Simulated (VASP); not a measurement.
# SrAsO3 (Pm-3m) in VASP: further runs

SrAsO3 is run at these levels: LDA; tasks: single point.

Everything below comes from runs of VASP 6.6.1. Logs are shortened: lines on timing, memory, paths and dates and some standing lists are left out, and cuts for length are marked.

### Step 1. The cell of the first run

The structure is cubic, space group Pm-3m (No. 221). Conventional cell: a = 3.838 Å, b = 3.838 Å, c = 3.838 Å, α = 90.00°, β = 90.00°, γ = 90.00°. Sr (site symmetry m-3m) has 12 O at 2.71 Å and 8 As at 3.32 Å within 3.6 Å. As (site symmetry m-3m) has 6 O at 1.92 Å within 2.5 Å. O (site symmetry 4/mmm) has 2 As at 1.92 Å within 2.5 Å.

### Step 2. Single point, LDA

Input file INCAR:

```
PREC = Accurate ; ENCUT = 520
EDIFF = 1E-6 ; ISMEAR = 1
SIGMA = 0.1 ; LREAL = F
LASPH = T ; NELM = 80
ALGO = Normal ; ISIF = 2
LWAVE = F ; LCHARG = T
GGA = CA ; LELF = T
LVHAR = T ; NBANDS = 24
```

Input file KPOINTS:

```
regular mesh
0
Gamma
  6 6 6
```

Input file POSCAR:

```
SrAsO3
1.0
    3.8377034796      0.0000000000      0.0000000000
    0.0000000000      3.8377034796      0.0000000000
    0.0000000000      0.0000000000      3.8377034796
Sr As O
1 1 3
Direct
    0.0000000000      0.0000000000      0.0000000000
    0.5000000000      0.5000000000      0.5000000000
    0.5000000000      0.5000000000      0.0000000000
    0.5000000000      0.0000000000      0.5000000000
    0.0000000000      0.5000000000      0.5000000000
```

Potentials or basis: VASP PAW LDA potentials, release 64 (Sr_sv, As, O).

The run is started by

```sh
$ cat potpaw_LDA.64/Sr_sv/POTCAR potpaw_LDA.64/As/POTCAR potpaw_LDA.64/O/POTCAR > POTCAR
$ mpirun -np 1 vasp_std > vasp.out
```

OUTCAR:

```text
PREC = Accurate
   ENCUT = 520
   EDIFF = 1E-6
   ISMEAR = 1
   LREAL = F
   LASPH = T
   NELM = 80
   ISIF = 2
   GGA = CA

 ion  position               nearest neighbor table
   1  0.000  0.000  0.000-   3 2.71   4 2.71   5 2.71   4 2.71   5 2.71   3 2.71   5 2.71   5 2.71
                             3 2.71   4 2.71   4 2.71   3 2.71   2 3.32   2 3.32   2 3.32   2 3.32
   2  0.500  0.500  0.500-   3 1.92   4 1.92   5 1.92   3 1.92   4 1.92   5 1.92   1 3.32   1 3.32
                             1 3.32   1 3.32   1 3.32   1 3.32   1 3.32   1 3.32
   3  0.500  0.500  0.000-   2 1.92   2 1.92   1 2.71   1 2.71   1 2.71   1 2.71
   4  0.500  0.000  0.500-   2 1.92   2 1.92   1 2.71   1 2.71   1 2.71   1 2.71
   5  0.000  0.500  0.500-   2 1.92   2 1.92   1 2.71   1 2.71   1 2.71   1 2.71

  LATTYP: Found a simple cubic cell.
 ALAT       =     3.8377034796

  Lattice vectors:

 A1 = (   3.8377034796,   0.0000000000,   0.0000000000)
 A2 = (   0.0000000000,   3.8377034796,   0.0000000000)
 A3 = (   0.0000000000,   0.0000000000,   3.8377034796)

Analysis of symmetry for initial positions (statically):
=====================================================================
 Subroutine PRICEL returns:
 Original cell was already a primitive cell.

 Routine SETGRP: Setting up the symmetry group for a
 simple cubic supercell.

 Subroutine GETGRP returns: Found 48 space group operations
 (whereof 48 operations were pure point group operations)
 out of a pool of 48 trial point group operations.

The static configuration has the point symmetry O_h .

Analysis of symmetry for dynamics (positions and initial velocities):
=====================================================================
 Subroutine PRICEL returns:
 Original cell was already a primitive cell.

 Routine SETGRP: Setting up the symmetry group for a
 simple cubic supercell.

 Subroutine GETGRP returns: Found 48 space group operations
 (whereof 48 operations were pure point group operations)
 out of a pool of 48 trial point group operations.

The dynamic configuration has the point symmetry O_h .

 Subroutine INISYM returns: Found 48 space group operations
 (whereof 48 operations are pure point group operations),
 and found     1 'primitive' translations

----------------------------------------------------------------------------------------

                                     Primitive cell

  volume of cell :      56.5216

  direct lattice vectors                    reciprocal lattice vectors
     3.837703480  0.000000000  0.000000000     0.260572503  0.000000000  0.000000000
     0.000000000  3.837703480  0.000000000     0.000000000  0.260572503  0.000000000
     0.000000000  0.000000000  3.837703480     0.000000000  0.000000000  0.260572503

  length of vectors
     3.837703480  3.837703480  3.837703480     0.260572503  0.260572503  0.260572503

  position of ions in fractional coordinates (direct lattice)
     0.000000000  0.000000000  0.000000000
     0.500000000  0.500000000  0.500000000
     0.500000000  0.500000000  0.000000000
     0.500000000  0.000000000  0.500000000
     0.000000000  0.500000000  0.500000000

  ion indices of the primitive-cell ions
   primitive index   ion index
                 1           1
                 2           2
                 3           3
                 4           4
                 5           5

----------------------------------------------------------------------------------------

 KPOINTS: regular mesh

Automatic generation of k-mesh.
 Grid dimensions read from file:
 generate k-points for:    6    6    6

 Generating k-lattice:

  Cartesian coordinates                     Fractional coordinates (reciprocal lattice)
     0.043428750  0.000000000  0.000000000     0.166666667  0.000000000  0.000000000
     0.000000000  0.043428750  0.000000000     0.000000000  0.166666667  0.000000000
     0.000000000  0.000000000  0.043428750     0.000000000  0.000000000  0.166666667

  Length of vectors
     0.043428750  0.043428750  0.043428750

  Shift w.r.t. Gamma in fractional coordinates (k-lattice)
     0.000000000  0.000000000  0.000000000

 Subroutine IBZKPT returns following result:
 ===========================================

 Found     20 irreducible k-points:

 Following reciprocal coordinates:
            Coordinates               Weight
  0.000000  0.000000  0.000000      1.000000
  0.166667  0.000000  0.000000      6.000000
  0.333333  0.000000  0.000000      6.000000
  0.500000  0.000000  0.000000      3.000000
  0.166667  0.166667  0.000000     12.000000
  0.333333  0.166667  0.000000     24.000000
[... 12 lines left out ...]
  0.500000  0.500000  0.333333      6.000000
  0.500000  0.500000  0.500000      1.000000
   k-points           NKPTS =     20   k-points in BZ     NKDIM =     20   number of bands    NBANDS=     24
   number of dos      NEDOS =    301   number of ions     NIONS =      5
   total plane-waves  NPLWV =  27000
[... 73 lines left out ...]
      1     -28.0309      2.00000
      2     -15.3685      2.00000
      3     -11.8446      2.00000
      4     -11.8446      2.00000
      5     -10.1937      2.00000
      6     -10.1937      2.00000
[... 16 lines left out ...]
     23      11.5224      0.00000
     24      16.6131      0.00000

 k-point     2 :       0.1667    0.0000    0.0000
  band No.  band energies     occupation
      1     -28.0221      2.00000
      2     -15.2927      2.00000
      3     -12.2099      2.00000
      4     -11.8311      2.00000
      5     -10.1672      2.00000
      6     -10.1672      2.00000
[... 16 lines left out ...]
     23      12.0518      0.00000
     24      15.6313      0.00000

 k-point     3 :       0.3333    0.0000    0.0000
  band No.  band energies     occupation
      1     -28.0044      2.00000
      2     -15.1141      2.00000
      3     -12.7904      2.00000
      4     -11.8050      2.00000
      5     -10.1131      2.00000
      6     -10.1131      2.00000
[... 16 lines left out ...]
     23      13.1618      0.00000
     24      13.4295      0.00000

 k-point     4 :       0.5000    0.0000    0.0000
  band No.  band energies     occupation
      1     -27.9955      2.00000
      2     -15.0045      2.00000
      3     -13.0563      2.00000
      4     -11.7915      2.00000
      5     -10.0855      2.00000
      6     -10.0855      2.00000
[... 16 lines left out ...]
     23      13.7583      0.00000
     24      15.0586      0.00000

 k-point     5 :       0.1667    0.1667    0.0000
  band No.  band energies     occupation
      1     -28.0136      2.00000
      2     -15.1990      2.00000
      3     -12.3614      2.00000
      4     -11.9971      2.00000
      5     -10.1427      2.00000
      6     -10.0095      2.00000
[... 16 lines left out ...]
     23      12.6965      0.00000
     24      15.1736      0.00000

 k-point     6 :       0.3333    0.1667    0.0000
  band No.  band energies     occupation
      1     -27.9967      2.00000
      2     -14.9726      2.00000
      3     -12.8699      2.00000
      4     -12.0202      2.00000
      5     -10.0928      2.00000
      6     -10.0167      2.00000
[... 16 lines left out ...]
     23      13.2358      0.00000
     24      13.8917      0.00000
[... 271 lines left out ...]
 k-point    17 :       0.3333    0.3333    0.3333
  band No.  band energies     occupation
      1     -27.9607      2.00000
      2     -14.0739      2.00000
      3     -12.8449      2.00000
      4     -12.8449      2.00000
      5     -10.2514      2.00000
      6     -10.2514      2.00000
[... 16 lines left out ...]
     23      13.6577      0.00000
     24      14.0463      0.00000

 k-point    18 :       0.5000    0.3333    0.3333
  band No.  band energies     occupation
      1     -27.9538      2.00000
      2     -13.7239      2.00000
      3     -13.1640      2.00000
      4     -12.7451      2.00000
      5     -10.3916      2.00000
      6     -10.2402      2.00000
[... 16 lines left out ...]
     23      13.6920      0.00000
     24      13.8012      0.00000

 k-point    19 :       0.5000    0.5000    0.3333
  band No.  band energies     occupation
      1     -27.9473      2.00000
      2     -13.2021      2.00000
      3     -13.1142      2.00000
      4     -13.1142      2.00000
      5     -10.3768      2.00000
      6     -10.3189      2.00000
[... 16 lines left out ...]
     23      13.6550      0.00000
     24      13.6942      0.00000

 k-point    20 :       0.5000    0.5000    0.5000
  band No.  band energies     occupation
      1     -27.9410      2.00000
      2     -13.0029      2.00000
      3     -13.0029      2.00000
      4     -13.0029      2.00000
      5     -10.4897      2.00000
      6     -10.4897      2.00000
[... 16 lines left out ...]
     23      13.0750      0.00000
     24      14.2619      0.00000

------------------------ aborting loop because EDIFF is reached ----------------------------------------

  FORCE on cell =-STRESS in cart. coord.  units (eV):
  Direction    XX          YY          ZZ          XY          YZ          ZX
  --------------------------------------------------------------------------------------
  -------------------------------------------------------------------------------------
  Total        2.6930905      2.6930905      2.6930905      0.0000000     -0.0000000      0.0000000
  in kB       76.3391444     76.3391444     76.3391444      0.0000000     -0.0000000      0.0000000
  external PRESSURE =      76.3391444 kB  Pullay stress =       0.0000000 kB

 VOLUME and BASIS-vectors are now :
 -----------------------------------------------------------------------------
  energy-cutoff  :      520.00
  volume of cell :       56.52
      direct lattice vectors                 reciprocal lattice vectors
     3.837703480  0.000000000  0.000000000     0.260572503  0.000000000  0.000000000
     0.000000000  3.837703480  0.000000000     0.000000000  0.260572503  0.000000000
     0.000000000  0.000000000  3.837703480     0.000000000  0.000000000  0.260572503

 POSITION                                       TOTAL-FORCE (eV/Angst)
 -----------------------------------------------------------------------------------
      0.00000      0.00000      0.00000         0.000000      0.000000      0.000000
      1.91885      1.91885      1.91885         0.000000      0.000000      0.000000
      1.91885      1.91885      0.00000         0.000000      0.000000      0.000000
      1.91885      0.00000      1.91885         0.000000      0.000000      0.000000
      0.00000      1.91885      1.91885         0.000000      0.000000      0.000000
 -----------------------------------------------------------------------------------
    total drift:                                0.000000      0.000000     -0.000000

  FREE ENERGIE OF THE ION-ELECTRON SYSTEM (eV)
  ---------------------------------------------------
  free  energy   TOTEN  =       -34.4384881591 eV

  energy  without entropy=      -34.4355593101  energy(sigma->0) =      -34.43751188
```

Run time: 12 s. Hardware: 1 thread of Intel Xeon 6975P-C (Granite Rapids), shared host; peak memory 0.16 GiB.

What came out:

```yaml
Free_energy: -34.4385 eV
Pressure: 7.6 GPa
```

Levels at points of the mesh, in eV from the Fermi level:
```
           k point  band 14  band 15  band 16  band 17  band 18  band 19
(0.00, 0.00, 0.00)    -3.81    -3.37    -3.37    -3.37     2.85     2.85
(0.50, 0.00, 0.00)    -4.30    -3.97    -3.97    -0.09     4.93     4.93
(0.50, 0.50, 0.00)    -4.48    -4.48    -2.63     2.34     3.92     3.92
(0.50, 0.50, 0.50)    -2.53    -2.53    -2.53     2.13     2.13     2.13
```

Caveat: an odd number of electrons without spin polarisation forces a metal; a magnetic or distorted state may lie lower.

### Step 3. Single point, LDA

This run uses another cell than the first one, of 11.62 Å³/atom, 1.028 times its volume.

Input file INCAR:

```
ALGO     = Normal         # electronic algorithm
EDIFF    = 1E-6           # SCF threshold, eV
ENCUT    = 520            # plane-wave cutoff, eV
ISIF     = 2              # what is computed and relaxed
ISMEAR   = 1              # smearing method
LASPH    = T              # aspherical terms in the spheres
LCHARG   = F              # write CHGCAR
LREAL    = F              # projectors in reciprocal space
LWAVE    = F              # write WAVECAR
NBANDS   = 24             # bands
NELM     = 80             # most SCF steps
PREC     = Accurate       # precision mode
SIGMA    = 0.1            # smearing width, eV
```

Input file KPOINTS:

```
k-points
0
Gamma
  6 6 6
```

Changes to POSCAR since step 2:

```diff
@@ -2,5 +2,5 @@
 1.0
-    3.8377034796      0.0000000000      0.0000000000
-    0.0000000000      3.8377034796      0.0000000000
-    0.0000000000      0.0000000000      3.8377034796
+    3.8729137352      0.0000000000      0.0000000000
+    0.0000000000      3.8729137352      0.0000000000
+    0.0000000000      0.0000000000      3.8729137352
 Sr As O
```

Potentials or basis: VASP PAW LDA potentials, release 64 (Sr_sv, As, O).

The run is started by

```sh
$ cat potpaw_LDA.64/Sr_sv/POTCAR potpaw_LDA.64/As/POTCAR potpaw_LDA.64/O/POTCAR > POTCAR
$ mpirun -np 1 vasp_std > vasp.out
```

It took 11 s on 1 thread of Intel Xeon 6975P-C (Granite Rapids), shared host; peak memory 0.16 GiB.

Results (log left out):

| Property | Result |
| --- | --- |
| Free energy | -34.4885 eV |
| Pressure | 2.3 GPa |

Levels at points of the mesh, in eV from the Fermi level:
```
           k point  band 14  band 15  band 16  band 17  band 18  band 19
(0.00, 0.00, 0.00)    -3.50    -3.10    -3.10    -3.10     3.09     3.09
(0.50, 0.00, 0.00)    -3.99    -3.66    -3.66    -0.09     5.00     5.10
(0.50, 0.50, 0.00)    -4.19    -4.19    -2.36     2.27     3.91     3.91
(0.50, 0.50, 0.50)    -2.27    -2.27    -2.27     2.19     2.19     2.19
```

Caveat: an odd number of electrons without spin polarisation forces a metal; a magnetic or distorted state may lie lower.

### Step 4. Single point, LDA

This run uses another cell than the first one, of 11.93 Å³/atom, 1.056 times its volume.

Input file INCAR:

```
SYSTEM = SrAsO3
PREC = Accurate
ENCUT = 520
EDIFF = 1E-6
ISMEAR = 1
SIGMA = 0.1
LREAL = .False.
LASPH = .True.
NELM = 80
ALGO = Normal
ISIF = 2
LWAVE = .False.
LCHARG = .True.
LELF = .True.
LVHAR = .True.
NBANDS = 24
```

Input file KPOINTS:

```
regular mesh
0
Gamma
  6 6 6
  0 0 0
```

Changes to POSCAR since step 3:

```diff
@@ -2,5 +2,5 @@
 1.0
-    3.8729137352      0.0000000000      0.0000000000
-    0.0000000000      3.8729137352      0.0000000000
-    0.0000000000      0.0000000000      3.8729137352
+    3.9074951519      0.0000000000      0.0000000000
+    0.0000000000      3.9074951519      0.0000000000
+    0.0000000000      0.0000000000      3.9074951519
 Sr As O
```

The run is started by

```sh
$ cat potpaw_LDA.64/Sr_sv/POTCAR potpaw_LDA.64/As/POTCAR potpaw_LDA.64/O/POTCAR > POTCAR
$ mpirun -np 1 vasp_std > vasp.out
```

Wall time 12 s (1 thread of Intel Xeon 6975P-C (Granite Rapids), shared host); peak memory 0.16 GiB.

It converged, with:

```yaml
Free_energy: -34.4896 eV
Pressure: -2.3 GPa
```

Levels at points of the mesh, in eV from the Fermi level:
| k point | band 13 | band 14 | band 15 | band 16 | band 17 | band 18 | band 19 | band 20 |
| --- | --- | --- | --- | --- | --- | --- | --- | --- |
| (0.00, 0.00, 0.00) | -3.20 | -3.20 | -2.84 | -2.84 | -2.84 | 3.32 | 3.32 | 4.29 |
| (0.50, 0.00, 0.00) | -3.69 | -3.69 | -3.36 | -3.36 | -0.08 | 5.00 | 5.25 | 5.36 |
| (0.50, 0.50, 0.00) | -4.14 | -3.92 | -3.92 | -2.11 | 2.21 | 3.89 | 3.89 | 5.83 |
| (0.50, 0.50, 0.50) | -4.12 | -2.02 | -2.02 | -2.02 | 2.24 | 2.24 | 2.24 | 4.37 |

Caveat: an odd number of electrons without spin polarisation forces a metal; a magnetic or distorted state may lie lower.

### Step 5. Single point, LDA

This run uses another cell than the first one, of 12.25 Å³/atom, 1.083 times its volume.

INCAR is that of step 4.

KPOINTS is that of step 4.

Changes to POSCAR since step 4:

```diff
@@ -2,5 +2,5 @@
 1.0
-    3.9074951519      0.0000000000      0.0000000000
-    0.0000000000      3.9074951519      0.0000000000
-    0.0000000000      0.0000000000      3.9074951519
+    3.9414750762      0.0000000000      0.0000000000
+    0.0000000000      3.9414750762      0.0000000000
+    0.0000000000      0.0000000000      3.9414750762
 Sr As O
```

The run is started by

```sh
$ cat potpaw_LDA.64/Sr_sv/POTCAR potpaw_LDA.64/As/POTCAR potpaw_LDA.64/O/POTCAR > POTCAR
$ mpirun -np 1 vasp_std > vasp.out
```

Wall time 12 s (1 thread of Intel Xeon 6975P-C (Granite Rapids), shared host); peak memory 0.16 GiB.

It converged, with:

| Item | Value |
| --- | --- |
| Free energy | -34.4487 eV |
| Pressure | -6.3 GPa |

Levels at points of the mesh, in eV from the Fermi level:
```tsv
k point	band 14	band 15	band 16	band 17	band 18	band 19
(0.00, 0.00, 0.00)	-2.93	-2.61	-2.61	-2.61	3.52	3.52
(0.50, 0.00, 0.00)	-3.42	-3.09	-3.09	-0.07	4.96	5.38
(0.50, 0.50, 0.00)	-3.66	-3.66	-1.88	2.15	3.87	3.87
(0.50, 0.50, 0.50)	-1.79	-1.79	-1.79	2.28	2.28	2.28
```

Caveat: an odd number of electrons without spin polarisation forces a metal; a magnetic or distorted state may lie lower.

### Step 6. Single point, LDA

This run uses another cell than the first one, of 12.56 Å³/atom, 1.111 times its volume.

Input file INCAR:

```
SYSTEM = SrAsO3
PREC = Accurate ; ENCUT = 520
EDIFF = 1E-6 ; ISMEAR = 1
SIGMA = 0.1 ; LREAL = .FALSE.
LASPH = .TRUE. ; NELM = 80
ALGO = Normal ; ISIF = 2
LWAVE = .FALSE. ; LCHARG = .FALSE.
NBANDS = 24
```

Input file KPOINTS:

```
regular mesh
0
G
  6 6 6
  0 0 0
```

Changes to POSCAR since step 5:

```diff
@@ -2,5 +2,5 @@
 1.0
-    3.9414750762      0.0000000000      0.0000000000
-    0.0000000000      3.9414750762      0.0000000000
-    0.0000000000      0.0000000000      3.9414750762
+    3.9748790000      0.0000000000      0.0000000000
+    0.0000000000      3.9748790000      0.0000000000
+    0.0000000000      0.0000000000      3.9748790000
 Sr As O
```

Potentials or basis: VASP PAW LDA potentials, release 64 (Sr_sv, As, O).

The run is started by

```sh
$ cat potpaw_LDA.64/Sr_sv/POTCAR potpaw_LDA.64/As/POTCAR potpaw_LDA.64/O/POTCAR > POTCAR
$ mpirun -np 1 vasp_std > vasp.out
```

Run time: 13 s. Hardware: 1 thread of Intel Xeon 6975P-C (Granite Rapids), shared host; peak memory 0.16 GiB.

It converged, with:

* Free energy: -34.3717 eV
* Pressure: -9.7 GPa

Levels at points of the mesh, in eV from the Fermi level:
| k point | band 14 | band 15 | band 16 | band 17 | band 18 | band 19 |
| --- | --- | --- | --- | --- | --- | --- |
| (0.00, 0.00, 0.00) | -2.68 | -2.39 | -2.39 | -2.39 | 3.71 | 3.71 |
| (0.50, 0.00, 0.00) | -3.16 | -2.84 | -2.84 | -0.06 | 4.90 | 5.50 |
| (0.50, 0.50, 0.00) | -3.43 | -3.43 | -1.67 | 2.08 | 3.84 | 3.84 |
| (0.50, 0.50, 0.50) | -1.58 | -1.58 | -1.58 | 2.31 | 2.31 | 2.31 |

Caveat: an odd number of electrons without spin polarisation forces a metal; a magnetic or distorted state may lie lower.

### Step 7. The runs side by side

| cell | gap on the mesh (eV) | pressure (GPa) |
| --- | --- | --- |
| a = 3.838 Å, 5 atoms | none | 7.6 |
| a = 3.873 Å, 5 atoms | none | 2.3 |
| a = 3.907 Å, 5 atoms | none | -2.3 |
| a = 3.941 Å, 5 atoms | none | -6.3 |
| a = 3.975 Å, 5 atoms | none | -9.7 |

Alike in all rows: task single point; level LDA; potentials or basis VASP PAW LDA potentials, release 64 (Sr_sv, As, O); no spin polarisation; k mesh 6 × 6 × 6; cutoff (eV) 520; smearing methfessel-paxton 0.1 eV.

Caveats: an odd number of electrons without spin polarisation forces a metal; a magnetic or distorted state may lie lower.

Total energies depend on the potentials used, so only differences within one code and one set of settings carry meaning.
